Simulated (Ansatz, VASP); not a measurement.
ZnS: VASP beside Ansatz

```
Zn S
1.0
    -0.00088   -2.69464   -2.69437
    -0.00014    2.69415   -2.69388
     5.38910    0.00073    0.00102
Zn S
2 2
Cartesian
  2.6940 0.0014 -2.6933
  0.0000 -0.0016 -0.0005
  1.3473 1.3477 -1.3458
  4.0414 -1.3469 -1.3471
```

Change from the starting cell: cell sheared at random, sigma 0.03, atoms nudged by 0.01 Å; relaxed back.

Alike in both runs: functional r2SCAN; k mesh 6 × 6 × 4; occupations gaussian, width 0.05 eV; no spin polarisation.

Ansatz relaxed the structure, and its values are those at the end. VASP's run is a single point on that final structure, the one shown.

```csv
,VASP,Ansatz
version,VASP 6.6.1,Ansatz 0.2.0
potentials or method,"VASP PAW PBE potentials, release 64 (Zn, S), cutoff 520 eV","scalar-relativistic, plane waves, PAW"
valence electrons in the cell,36,36
```

|  | VASP | Ansatz | Ansatz less VASP |
| --- | --- | --- | --- |
| gap on the k mesh at the Fermi level (eV) | 2.71 | 2.70 | -0.011 |
| least direct gap on the mesh (eV) | 2.71 | 2.70 | -0.011 |
| pressure (GPa) | 0.1 | 0.0 | -0.07 |

VASP's potentials were made for PBE, not for r2SCAN. The functional is the same, so the differences come from potentials, cutoffs and numerics.
